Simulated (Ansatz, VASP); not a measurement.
Two plane-wave programs on MgO2

The input POSCAR:

```
MgO2
1.0
    1.5784791300      0.9113353506      3.4618981106
   -1.5784791300      0.9113353506      3.4618981106
    0.0000000000     -1.8226707012      3.4618981106
Mg O
1 2
Direct
    0.0000000000      0.0000000000      0.0000000000
    0.4291159763      0.4291159763      0.4291159763
    0.5708840237      0.5708840237      0.5708840237
```

File INCAR.step1:

```
SYSTEM = MgO2
PREC = Accurate
ENCUT = 750
ISMEAR = 0
SIGMA = 0.01
LREAL = .False.
LASPH = .True.
NELM = 120
NBANDS = 18
GGA = PE
ALGO = Normal
EDIFF = 1E-5
LWAVE = .True.
LCHARG = .False.
GGA_COMPAT = .False.
```

INCAR.step2

```
SYSTEM = MgO2
PREC = Accurate
ENCUT = 750
EDIFF = 1E-6
ISMEAR = 0
SIGMA = 0.01
LREAL = .False.
LASPH = .True.
NELM = 120
ALGO = Normal
ISIF = 2
LWAVE = .False.
LCHARG = .False.
METAGGA = R2SCAN
LMIXTAU = .True.
NBANDS = 18
ISTART = 1
GGA_COMPAT = .False.
```

KPOINTS

```
regular mesh
0
Gamma
  6 6 6
  0 0 0
```

Input for Ansatz:

```yaml
crystal:
  lattice:
    - [1.57847913, 0.9113353506, 3.4618981106]
    - [-1.57847913, 0.9113353506, 3.4618981106]
    - [0.0, -1.8226707012, 3.4618981106]
  atoms:
    - { symbol: Mg, position: [0.0, 0.0, 0.0] }
    - { symbol: O, position: [0.4291159763, 0.4291159763, 0.4291159763] }
    - { symbol: O, position: [0.5708840237, 0.5708840237, 0.5708840237] }
kpoints:
  mp_grid: { grid: [6, 6, 6] }
hamiltonian:
  xc: r2scan
scf:
  occupations: { method: fixed }
  n_extra_bands: 4
output:
  forces: true
  stress: true
  eigenvalues: true
```

Alike in both runs: task single point; functional r2SCAN; k mesh 6 × 6 × 6; no spin polarisation.

|  | VASP | Ansatz |
| --- | --- | --- |
| version | VASP 6.6.1 | Ansatz 0.2.0 |
| potentials or method | VASP PAW PBE potentials, release 64 (Mg_sv, O) | plane waves |
| plane-wave cutoff (eV) | 750 | 500 |
| occupations | gaussian, width 0.01 eV | fixed |
| valence electrons in the cell | 22 | 22 |

|  | VASP | Ansatz | Ansatz less VASP |
| --- | --- | --- | --- |
| gap on the k mesh at the Fermi level (eV) | 3.14 | 3.16 | +0.020 |
| rms of the force components (eV/Å) | 0.095 | 0.000 | -0.0950 |

VASP's potentials were made for PBE, not for r2SCAN. Atom by atom the forces differ by 0.096 eV/Å (rms over components).
